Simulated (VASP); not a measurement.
Input of a VASP 6.6.1 run:

INCAR

```
PREC = Accurate ; ENCUT = 520
EDIFF = 1E-7 ; ISMEAR = 0
SIGMA = 0.1 ; LREAL = False
LASPH = True ; NELM = 60
ALGO = Normal ; ISIF = 2
LWAVE = False ; LCHARG = False
LDIPOL = True ; IDIPOL = 3
DIPOL = 0.5 0.5 0.343 ; GGA = PE
NBANDS = 26
```

File KPOINTS:

```
Automatic mesh
0
Gamma
  10 10 1
```

POSCAR

```
Ti3H
1.0
    2.8193504947      0.0000000000      0.0000000000
   -0.9397834982      2.6581091378      0.0000000000
    0.0000000000      0.0000000000     21.3259744853
Ti H
3 1
Direct
    0.5000000000      0.5000000000      0.1875646997
    0.0000000000      0.0000000000      0.2892724347
    0.5000000000      0.5000000000      0.3904147260
    0.8333333333      0.8333333333      0.5062359281
```

Potentials or basis: VASP PAW PBE potentials, release 64 (Ti_sv, H).

Run with:

```bash
$ cat potpaw_PBE.64/Ti_sv/POTCAR potpaw_PBE.64/H/POTCAR > POTCAR
$ mpirun -np 1 vasp_std > vasp.out
```

Task: What does it give for the band gap on the k mesh?

Result: Zero (an odd number of electrons rules out a gap without spin polarisation).

Task: Predict the largest force.

Result: 1.821 eV/Å.

Forces in eV/Å, atoms in the order of the input:
```
Ti  -0.002 -0.003 -0.015
Ti   0.031  0.044 -0.166
Ti  -0.095 -0.134  1.813
H    0.066  0.093 -1.632
```
